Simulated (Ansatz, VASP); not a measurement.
ZnO: VASP beside Ansatz

The input INCAR:

```
  PREC = Accurate
  ENCUT = 520
  EDIFF = 1E-6
  ISMEAR = 0
  SIGMA = 0.05
  LREAL = False
  LASPH = True
  NELM = 100
  ALGO = Normal
  ISIF = 2
  LWAVE = False
  LCHARG = False
  GGA = PS
  NBANDS = 26
```

File KPOINTS:

```
regular mesh
0
Gamma
  12 12 4
```

POSCAR

```
ZnO
1.0
    3.3330134023      0.0000000000      0.0000000000
   -1.6665067011      2.8864742776      0.0000000000
    0.0000000000      0.0000000000      6.9390055373
Zn O
2 2
Direct
    0.0000000000      0.0000000000      0.7500000000
    0.0000000000      0.0000000000      0.2500000000
    0.3333333333      0.6666666667      0.2500000000
    0.6666666667      0.3333333333      0.7500000000
```

Input for Ansatz:

```yaml
crystal:
  lattice:
    - [3.3330134023, 0.0, 0.0]
    - [-1.6665067011, 2.8864742776, 0.0]
    - [0.0, 0.0, 6.9390055373]
  atoms:
    - { symbol: Zn, position: [0.0, 0.0, 0.75] }
    - { symbol: Zn, position: [0.0, 0.0, 0.25] }
    - { symbol: O, position: [0.3333333333, 0.6666666667, 0.25] }
    - { symbol: O, position: [0.6666666667, 0.3333333333, 0.75] }
basis:
  ecutwfc: 420
kpoints:
  mp_grid: { grid: [12, 12, 4] }
hamiltonian:
  xc: pbesol
scf:
  occupations: { method: gaussian, width: 0.05 }
output:
  forces: true
  stress: true
  eigenvalues: true
```

Alike in both runs: task single point; functional PBEsol; k mesh 12 × 12 × 4; occupations gaussian, width 0.05 eV; no spin polarisation.

|  | VASP | Ansatz |
| --- | --- | --- |
| version | VASP 6.6.1 | Ansatz 0.2.0 |
| potentials or method | VASP PAW PBE potentials, release 64 (Zn, O), cutoff 520 eV | scalar-relativistic, plane waves, PAW |
| valence electrons in the cell | 36 | 36 |

```csv
,VASP,Ansatz,Ansatz less VASP
gap on the k mesh at the Fermi level (eV),0.69,0.69,+0.002
least direct gap on the mesh (eV),0.69,0.69,+0.002
pressure (GPa),-7.2,-7.8,-0.60
"traceless stress, the component that is largest in VASP (GPa)",6.26,6.95,+0.691
```

VASP's potentials were made for PBE, not for PBEsol. With one functional, cell and mesh, what is left measures potentials, basis and numerics.
